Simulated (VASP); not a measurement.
A run of VASP 6.6.1 is set up as follows.

File INCAR:

```
PREC = Accurate
ENCUT = 520
EDIFF = 1E-7
ISMEAR = 0
SIGMA = 0.2
LREAL = F
LASPH = T
NELM = 60
ALGO = Normal
ISIF = 2
LWAVE = F
LCHARG = F
GGA = PE
NBANDS = 48
```

The input KPOINTS:

```
Automatic mesh
0
Gamma
  5 5 1
```

Contents of POSCAR:

```
GaSe4
1.0
    3.8211802975      0.0000000000      0.0000000000
   -1.9105901488      3.3092392101      0.0000000000
    0.0000000000      0.0000000000     20.2859252641
Ga Se
2 8
Direct
    0.0000000000      0.0000000000      0.0607054650
    0.0000000000      0.0000000000      0.9392945350
    0.3333333333      0.6666666667      0.1180333812
    0.6666666667      0.3333333333      0.8819666188
    0.3333333333      0.6666666667      0.7145078477
    0.0000000000      0.0000000000      0.6378845423
    0.0000000000      0.0000000000      0.3621154577
    0.3333333333      0.6666666667      0.4390961346
    0.6666666667      0.3333333333      0.5609038654
    0.6666666667      0.3333333333      0.2854921523
```

Potentials or basis: VASP PAW PBE potentials, release 64 (Ga_d, Se).

The run is started by

```bash
$ cat potpaw_PBE.64/Ga_d/POTCAR potpaw_PBE.64/Se/POTCAR > POTCAR
$ mpirun -np 1 vasp_std > vasp.out
```

What does it give for the largest force?

0.022 eV/Å.

Estimate the pressure.

0.1 GPa.

Predict the band gap on the k mesh.

0.57 eV, indirect (least direct gap 0.88 eV).

Forces on the atoms (eV/Å):
```
Ga   0.000  0.000 -0.017
Ga   0.000  0.000  0.017
Se   0.000  0.000  0.022
Se   0.000  0.000 -0.022
Se   0.000  0.000  0.010
Se   0.000  0.000 -0.015
Se   0.000  0.000  0.015
Se   0.000  0.000 -0.022
Se   0.000  0.000  0.022
Se   0.000  0.000 -0.010
```

Caveat: this functional lacks dispersion, which binds the layers, so the pressure and a relaxed spacing across them are unreliable. A k mesh can miss the band edges.
